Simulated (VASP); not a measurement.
# CuO (Cc) in VASP: single point with PBEsol+U

Aim: the single point of CuO with PBEsol+U.

All numbers are computed with VASP 6.6.1; they aren't measurements. Logs are shortened: lines on timing, memory, paths and dates and some standing lists are left out, and cuts for length are marked.

### 1 The cell of the first run

The structure is monoclinic, space group Cc (No. 9). The conventional cell has a = 4.689 Å, b = 3.427 Å, c = 5.132 Å, α = 90.00°, β = 99.65°, γ = 90.00°. Cu (site symmetry 1) has 4 O at 1.91 to 2.02 Å within 2.5 Å. O (site symmetry 1) has 4 Cu at 1.91 to 2.02 Å within 2.5 Å.

### 2 Single point, PBEsol+U, collinear spin

The input, INCAR:

```
SYSTEM = CuO
  PREC = Accurate
  ENCUT = 520
  EDIFF = 1E-6
  ISMEAR = 0
  SIGMA = 0.05
  LREAL = .False.
  LASPH = .True.
  NELM = 150
  ALGO = Normal
  ISIF = 2
  LWAVE = .False.
  LCHARG = .True.
  ISPIN = 2
  MAGMOM = 1 1 1 1 0 0 0 0
  LORBIT = 11
  LMAXMIX = 4
  LDAU = .True.
  LDAUTYPE = 2
  LDAUL = 2 -1
  LDAUU = 6 0
  LDAUJ = 0 0
  LDAUPRINT = 1
  GGA = PS
  LELF = .True.
  LVHAR = .True.
  NBANDS = 48
```

The input, KPOINTS:

```
Automatic mesh
0
Gamma
  8 8 3
  0 0 0
```

The input, POSCAR:

```
CuO
1.0
    2.3446497600     -1.7133998200      0.0000000000
    2.3446497600      1.7133998200      0.0000000000
   -1.7210998200      0.0000000000     10.1188789600
Cu O
4 4
Direct
    0.0032000000      0.4968000000      0.0000000000
    0.4968000000      0.0032000000      0.2500000000
    0.0032000000      0.4968000000      0.5000000000
    0.4968000000      0.0032000000      0.7500000000
    0.5714000000      0.4056000000      0.1268500000
    0.4056000000      0.5714000000      0.3768500000
    0.5714000000      0.4056000000      0.6268500000
    0.4056000000      0.5714000000      0.8768500000
```

Potentials or basis: VASP PAW PBE potentials, release 64 (Cu, O).

Launch:

```
$ cat potpaw_PBE.64/Cu/POTCAR potpaw_PBE.64/O/POTCAR > POTCAR
$ mpirun -np 1 vasp_std > vasp.out
```

OUTCAR:

```text
SYSTEM = CuO
   PREC = Accurate
   ENCUT = 520
   EDIFF = 1E-6
   ISMEAR = 0
   LREAL = .False.
   LASPH = .True.
   NELM = 150
   ISIF = 2
   ISPIN = 2
   LORBIT = 11
   GGA = PS

 ion  position               nearest neighbor table
   1  0.003  0.497  0.000-   8 1.91   5 1.93   8 1.98   5 2.02
   2  0.497  0.003  0.250-   5 1.91   6 1.93   5 1.98   6 2.02
   3  0.003  0.497  0.500-   6 1.91   7 1.93   6 1.98   7 2.02
   4  0.497  0.003  0.750-   7 1.91   8 1.93   7 1.98   8 2.02
   5  0.571  0.406  0.127-   2 1.91   1 1.93   2 1.98   1 2.02
   6  0.406  0.571  0.377-   3 1.91   2 1.93   3 1.98   2 2.02
   7  0.571  0.406  0.627-   4 1.91   3 1.93   4 1.98   3 2.02
   8  0.406  0.571  0.877-   1 1.91   4 1.93   1 1.98   4 2.02
[... 9 lines left out ...]
 A1 = (   2.3446497600,  -1.7133998200,   0.0000000000)
 A2 = (   2.3446497600,   1.7133998200,   0.0000000000)
 A3 = (  -1.7210998200,   0.0000000000,  10.1188789600)

Analysis of symmetry for initial positions (statically):
=====================================================================
 Subroutine PRICEL returns following result:

  LATTYP: Found a base centered monoclinic cell.
 ALAT       =     4.6892995200
 B/A-ratio  =     0.7307700490
 C/A-ratio  =     1.0944283419
 COS(beta)  =    -0.1676798045
[... 12 lines left out ...]
 Subroutine GETGRP returns: Found  2 space group operations
 (whereof  1 operations were pure point group operations)
 out of a pool of  4 trial point group operations.

The static configuration has the point symmetry C_1 .
 The point group associated with its full space group is C_1h.

Analysis of symmetry for dynamics (positions and initial velocities):
=====================================================================
 Subroutine PRICEL returns following result:

  LATTYP: Found a base centered monoclinic cell.
 ALAT       =     4.6892995200
 B/A-ratio  =     0.7307700490
 C/A-ratio  =     1.0944283419
 COS(beta)  =    -0.1676798045
[... 12 lines left out ...]
 Subroutine GETGRP returns: Found  2 space group operations
 (whereof  1 operations were pure point group operations)
 out of a pool of  4 trial point group operations.

The dynamic configuration has the point symmetry C_1 .
 The point group associated with its full space group is C_1h.

Analysis of structural, dynamic, and magnetic symmetry:
=====================================================================
 Subroutine PRICEL returns following result:

  LATTYP: Found a base centered monoclinic cell.
 ALAT       =     4.6892995200
 B/A-ratio  =     0.7307700490
 C/A-ratio  =     1.0944283419
 COS(beta)  =    -0.1676798045
[... 12 lines left out ...]
 Subroutine GETGRP returns: Found  2 space group operations
 (whereof  1 operations were pure point group operations)
 out of a pool of  4 trial point group operations.

The overall configuration has the point symmetry C_1 .
 The point group associated with its full space group is C_1h.

 Subroutine INISYM returns: Found  2 space group operations
 (whereof  1 operations are pure point group operations),
 and found     2 'primitive' translations

----------------------------------------------------------------------------------------

                                     Primitive cell

  volume of cell :      40.6508

  direct lattice vectors                    reciprocal lattice vectors
     2.344649760 -1.713399820  0.000000000     0.213251467 -0.291817470  0.036271514
     2.344649760  1.713399820  0.000000000     0.213251467  0.291817470  0.036271514
    -0.860549910  0.000000000  5.059439480     0.000000000  0.000000000  0.197650353

  length of vectors
     2.903983719  2.903983719  5.132102298     0.363248188  0.363248188  0.197650353

  position of ions in fractional coordinates (direct lattice)
[... 94 lines left out ...]
   NELECT =      68.0000    total number of electrons
   NUPDOWN=      -1.0000    fix difference up-down
   EMIN   =  10.00;   EMAX   =-10.00  energy-range for DOS
   EFERMI =   0.00;   METHOD = LEGACY
   ISMEAR =     0;   SIGMA  =   0.05  broadening in eV -4-tet -1-fermi 0-gaus
   EFERMI_NEDOS =   21; number of points for ismear=-14 and -15
   IALGO  =     38    algorithm
   IMIX   =      4    mixing-type and parameters
     AMIX     =   0.40;   BMIX     =  1.00
     AMIX_MAG =   1.60;   BMIX_MAG =  1.00
  volume/ion in A,a.u.               =      10.16        68.58
  Fermi-wavevector in a.u.,A,eV,Ry     =   1.542451  2.914810 32.370379  2.379156
  Thomas-Fermi vector in A             =   2.648254
   LORBIT       =     11    0 simple, 1 ext, 2 COOP (PROOUT), +10 PAW based schemes
 LDA+U is selected, type is set to LDAUTYPE =  2
   angular momentum for each species LDAUL =     2   -1
   U (eV)           for each species LDAUU =   6.0  0.0
   J (eV)           for each species LDAUJ =   0.0  0.0
   GGA     = PS    functional components
   LHFCALC =     F    Hartree Fock is set to
   AEXX    =    0.0000 exact exchange contribution
   IVDW    =     0    specifies the selected vdW correction
   LEPSILON=     F    determine dielectric tensor
   LRPA    =     F    only Hartree local field effects (RPA)
 spin polarized calculation
 Gauss-broadening in eV      SIGMA  =   0.05
  energy-cutoff  :      520.00
  volume of cell :       81.30
 maximum number of plane-waves:      2233
 NGX is ok and might be reduce to    24
   NGX = 11   NGY = 11   NGZ = 39

atom =   1  type =  1  l = 2

 onsite density matrix

spin component  1
[... 116 lines left out ...]
  o =  0.3631  v =  0.0000  0.0000  0.0000  0.0000  0.0000  0.1117  0.5539  0.0104  0.7818 -0.2636      0.0000  0.0000  0.0000  0.0000  0.0000  0.0000  0.0000  0.0000  0.0000  0.0000
  o =  0.9590  v =  0.0000  0.0000  0.0000  0.0000  0.0000 -0.8508 -0.1450 -0.4555  0.2075 -0.0676      0.0000  0.0000  0.0000  0.0000  0.0000  0.0000  0.0000  0.0000  0.0000  0.0000
  o =  0.9662  v =  0.8582  0.1309  0.4614 -0.1807  0.0287  0.0000  0.0000  0.0000  0.0000  0.0000      0.0000  0.0000  0.0000  0.0000  0.0000  0.0000  0.0000  0.0000  0.0000  0.0000
  o =  0.9711  v =  0.0000  0.0000  0.0000  0.0000  0.0000 -0.0412 -0.2150  0.2203  0.4394  0.8429      0.0000  0.0000  0.0000  0.0000  0.0000  0.0000  0.0000  0.0000  0.0000  0.0000
  o =  0.9721  v =  0.0000  0.0000  0.0000  0.0000  0.0000  0.1248 -0.7659  0.2461  0.3709 -0.4469      0.0000  0.0000  0.0000  0.0000  0.0000  0.0000  0.0000  0.0000  0.0000  0.0000
  o =  0.9760  v = -0.0213  0.6024 -0.3323 -0.5819 -0.4332  0.0000  0.0000  0.0000  0.0000  0.0000      0.0000  0.0000  0.0000  0.0000  0.0000  0.0000  0.0000  0.0000  0.0000  0.0000
  o =  0.9771  v =  0.1093 -0.5191  0.0249  0.0727 -0.8442  0.0000  0.0000  0.0000  0.0000  0.0000      0.0000  0.0000  0.0000  0.0000  0.0000  0.0000  0.0000  0.0000  0.0000  0.0000
  o =  0.9798  v =  0.0000  0.0000  0.0000  0.0000  0.0000  0.4964 -0.1984 -0.8266  0.1230  0.1256      0.0000  0.0000  0.0000  0.0000  0.0000  0.0000  0.0000  0.0000  0.0000  0.0000
  o =  0.9825  v = -0.4941  0.1818  0.8222 -0.1413 -0.1637  0.0000  0.0000  0.0000  0.0000  0.0000      0.0000  0.0000  0.0000  0.0000  0.0000  0.0000  0.0000  0.0000  0.0000  0.0000
  o =  1.0338  v =  0.0836  0.5634  0.0057  0.7769 -0.2685  0.0000  0.0000  0.0000  0.0000  0.0000      0.0000  0.0000  0.0000  0.0000  0.0000  0.0000  0.0000  0.0000  0.0000  0.0000

 number of electron      67.9999998 magnetization       4.0000011

 Free energy of the ion-electron system (eV)
  ---------------------------------------------------
  ext. energy  EPLUGINS =         0.00000000
  ---------------------------------------------------
  free energy    TOTEN  =       -35.84687658 eV

  energy without entropy =      -35.84687658  energy(sigma->0) =      -35.84687658

 E-fermi :   5.2666     XC(G=0): -12.1073

 val. band max:        5.0198452368   @ k =   0.5000   0.5000   0.0000
 cond. band min:       5.5430017849   @ k =  -0.3750   0.3750   0.0000
 fundamental gap:      0.5231565481
 Fermi energy:         5.2665609039

 spin component 1

 k-point     1 :       0.0000    0.0000    0.0000
  band No.  band energies     occupation
      1     -14.2802      1.00000
      2     -13.6538      1.00000
      3     -13.6538      1.00000
      4     -12.8847      1.00000
      5      -3.3426      1.00000
      6      -2.7168      1.00000
[... 2345 lines left out ...]
     45      16.8815      0.00000
     46      18.9665      0.00000

 [... further k-points ...]

 [bands above 46 left out]

------------------------ aborting loop because EDIFF is reached ----------------------------------------

  FORCE on cell =-STRESS in cart. coord.  units (eV):
  Direction    XX          YY          ZZ          XY          YZ          ZX
  --------------------------------------------------------------------------------------
  -------------------------------------------------------------------------------------
  Total       -2.9795593     -1.9051469     -2.9197117      0.0000000      0.0000000      0.3373551
  in kB      -58.7169557    -37.5439498    -57.5375620      0.0000000      0.0000000      6.6481191
  external PRESSURE =     -51.2661558 kB  Pullay stress =       0.0000000 kB

 VOLUME and BASIS-vectors are now :
 -----------------------------------------------------------------------------
  energy-cutoff  :      520.00
  volume of cell :       81.30
      direct lattice vectors                 reciprocal lattice vectors
     2.344649760 -1.713399820  0.000000000     0.213251467 -0.291817470  0.036271514
     2.344649760  1.713399820  0.000000000     0.213251467  0.291817470  0.036271514
    -1.721099820  0.000000000 10.118878960     0.000000000  0.000000000  0.098825177

 POSITION                                       TOTAL-FORCE (eV/Angst)
 -----------------------------------------------------------------------------------
      1.17232      0.84573      0.00000        -0.634639      0.262421      0.267281
      0.74205     -0.84573      2.52972        -0.634639     -0.262421      0.267281
      0.31177      0.84573      5.05944        -0.634639      0.262421      0.267281
     -0.11850     -0.84573      7.58916        -0.634639     -0.262421      0.267281
      2.07240     -0.28408      1.28358         0.634639      0.162746     -0.267281
      1.64213      0.28408      3.81330         0.634639     -0.162746     -0.267281
      1.21185     -0.28408      6.34302         0.634639      0.162746     -0.267281
      0.78158      0.28408      8.87274         0.634639     -0.162746     -0.267281
 -----------------------------------------------------------------------------------
    total drift:                               -0.000152      0.000000     -0.001016

  FREE ENERGIE OF THE ION-ELECTRON SYSTEM (eV)
  ---------------------------------------------------
  free  energy   TOTEN  =       -35.8468765848 eV

  energy  without entropy=      -35.8468765848  energy(sigma->0) =      -35.84687658

 total charge

# of ion       s       p       d       tot
------------------------------------------
    1        0.380   0.397   9.159   9.937
    2        0.380   0.397   9.159   9.937
    3        0.380   0.397   9.159   9.937
    4        0.380   0.397   9.159   9.937
    5        1.550   3.425   0.000   4.975
    6        1.550   3.425   0.000   4.975
    7        1.550   3.425   0.000   4.975
    8        1.550   3.425   0.000   4.975
--------------------------------------------------
tot          7.721  15.289  36.635  59.645

 magnetization (x)

# of ion       s       p       d       tot
------------------------------------------
    1       -0.003   0.004   0.690   0.692
    2       -0.003   0.004   0.690   0.692
    3       -0.003   0.004   0.690   0.692
    4       -0.003   0.004   0.690   0.692
    5        0.019   0.255   0.000   0.273
    6        0.019   0.255   0.000   0.273
    7        0.019   0.255   0.000   0.273
    8        0.019   0.255   0.000   0.273
--------------------------------------------------
tot          0.064   1.035   2.761   3.860
```

Run time: 8.8 min. Hardware: 1 thread of Intel Xeon Platinum 8488C (Sapphire Rapids), shared host; peak memory 0.44 GiB.

Results:

| Quantity | Value |
| --- | --- |
| Free energy | -35.8469 eV |
| Pressure | -5.1 GPa |
| Largest force | 0.737 eV/Å |
| Band gap on the k mesh | 0.52 eV |
| Net moment | 4.00 μB per cell |
| Site moments | Cu +0.69; O +0.27 μB |
| Valence electrons inside the program's atomic spheres | Cu 9.94; O 4.97 |

Forces on the atoms (eV/Å):
```
Cu  -0.635  0.262  0.267
Cu  -0.635 -0.262  0.267
Cu  -0.635  0.262  0.267
Cu  -0.635 -0.262  0.267
O    0.635  0.163 -0.267
O    0.635 -0.163 -0.267
O    0.635  0.163 -0.267
O    0.635 -0.163 -0.267
```

Stress tensor (GPa, compression positive):
```
-5.87  0.00  0.66
 0.00 -3.75  0.00
 0.66  0.00 -5.75
```

Eigenvalues of the final occupation matrices:
```
    site  spin  trace               eigenvalues
site 1 d     1   4.94  0.97 0.98 0.98 0.98 1.03
site 1 d     2   4.25  0.36 0.96 0.97 0.97 0.98
site 2 d     1   4.94  0.97 0.98 0.98 0.98 1.03
site 2 d     2   4.25  0.36 0.96 0.97 0.97 0.98
site 3 d     1   4.94  0.97 0.98 0.98 0.98 1.03
site 3 d     2   4.25  0.36 0.96 0.97 0.97 0.98
site 4 d     1   4.94  0.97 0.98 0.98 0.98 1.03
site 4 d     2   4.25  0.36 0.96 0.97 0.97 0.98
```

Caveat: the cell stands under tension; the PAW data sets were made with another functional, which shifts forces and pressure a little; an odd mesh through Γ misses points on the zone boundary, where band edges can lie.
